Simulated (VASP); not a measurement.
Here is a VASP 6.6.1 calculation.

The input INCAR:

```
SYSTEM = CdF2
PREC = Accurate
ENCUT = 520
EDIFF = 1E-8
ISMEAR = 0
SIGMA = 0.01
LREAL = .FALSE.
LASPH = .TRUE.
NELM = 60
ALGO = Normal
ISIF = 2
LWAVE = .FALSE.
LCHARG = .TRUE.
GGA = PS
NBANDS = 20
IBRION = 8
NSW = 1
LEPSILON = .TRUE.
```

Contents of KPOINTS:

```
Automatic mesh
0
G
  8 8 8
  0 0 0
```

File POSCAR:

```
CdF2
1.0
    0.0000000000      2.5356974516      2.5356974516
    2.5356974516      0.0000000000      2.5356974516
    2.5356974516      2.5356974516      0.0000000000
Cd F
1 2
Direct
    0.0000000000      0.0000000000      0.0000000000
    0.2500000000      0.2500000000      0.2500000000
    0.7500000000      0.7500000000      0.7500000000
```

Potentials or basis: VASP PAW PBE potentials, release 64 (Cd, F).

Launch:

```console
$ cat potpaw_PBE.64/Cd/POTCAR potpaw_PBE.64/F/POTCAR > POTCAR
$ mpirun -np 1 vasp_std > vasp.out
```

Question: Estimate the electronic dielectric tensor (diagonal).

Answer: 2.85.

Question: Predict the Born charges (mean of the diagonal).

Answer: Cd +2.39; F -1.20 e.

Question: What does it give for the highest phonon frequency at Γ, LO-TO splitting left out?

Answer: 419 cm⁻¹.

Born effective charge tensors (e):
atom 1, Cd
```
2.39 0.00 0.00
0.00 2.39 0.00
0.00 0.00 2.39
```
atom 2, F
```
-1.20  0.00  0.00
 0.00 -1.20  0.00
 0.00  0.00 -1.20
```
atom 3, F
```
-1.20  0.00  0.00
 0.00 -1.20  0.00
 0.00  0.00 -1.20
```

Caveat: the cell stands under pressure or tension, which shifts response properties.
